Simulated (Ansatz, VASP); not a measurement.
One calculation of W3O, two programs

```
W O
1.0
     4.97629    0.00000    0.00000
     0.00000    4.97629    0.00000
     0.00000    0.00000    4.97629
W O
6 2
Direct
  0.50000 0.75000 0.00000
  0.00000 0.50000 0.75000
  0.25000 0.00000 0.50000
  0.50000 0.25000 0.00000
  0.00000 0.50000 0.25000
  0.75000 0.00000 0.50000
  0.50000 0.50000 0.50000
  0.00000 0.00000 0.00000
```

Change from the starting cell: strain +0.030 along x and y, +0.030 along z, atoms carried along.

Alike in both runs: task single point; functional PBEsol; k mesh 8 × 8 × 8; occupations gaussian, width 0.15 eV; no spin polarisation.

```csv
,VASP,Ansatz
version,VASP 6.6.1,Ansatz 0.2.0
potentials or method,"VASP PAW PBE potentials, release 64 (W_sv, O), cutoff 520 eV","scalar-relativistic, plane waves, PAW"
valence electrons in the cell,96,96
```

VASP gave:

| Quantity | Value |
| --- | --- |
| gap on the k mesh at the Fermi level (eV) | none |
| pressure (GPa) | -18.9 |

**Question.** What did Ansatz give for the same quantities?

**Answer.** gap on the k mesh at the Fermi level (eV): none; pressure (GPa): -19.5.

VASP's potentials were made for PBE, not for PBEsol. A gap of «none» marks a metal or a gap that the smearing closes.

Spin-orbit coupling is off throughout.
